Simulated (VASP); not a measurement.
Runs of VASP 6.6.1 on Cu. The structure is that of space group P6_3/mmc (No. 194), or close to it. The cells are those of the table. 

```csv
cell,gap on the mesh (eV),pressure (GPa)
"a = 2.584, b = 2.584, c = 4.193 Å, angles 90.0, 90.0, 120.0°, 2 atoms",none,-9.1
"a = 2.517, b = 2.517, c = 4.085 Å, angles 90.0, 90.0, 120.0°, 2 atoms",none,2.3
"a = 2.567, b = 2.567, c = 4.167 Å, angles 90.0, 90.0, 120.0°, 2 atoms",none,(b)
"a = 2.551, b = 2.551, c = 4.140 Å, angles 90.0, 90.0, 120.0°, 2 atoms",none,(a)
"a = 2.534, b = 2.534, c = 4.113 Å, angles 90.0, 90.0, 120.0°, 2 atoms",none,-1.1
"a = 2.482, b = 2.482, c = 4.029 Å, angles 90.0, 90.0, 120.0°, 2 atoms",none,10.5
"a = 2.500, b = 2.500, c = 4.057 Å, angles 90.0, 90.0, 120.0°, 2 atoms",none,6.2
```

Alike in all rows: task single point; level PBEsol; potentials or basis VASP PAW PBE potentials, release 64 (Cu); no spin polarisation; k mesh 13 × 13 × 7; cutoff (eV) 520; smearing fermi-dirac 0.05 eV.

Task: Estimate the missing entries.

Result: (a) -4.1; (b) -6.7.

Caveats: the PAW data sets were made with another functional, which shifts forces and pressure a little.

A gap of «none» marks levels without a gap at the run's occupations.
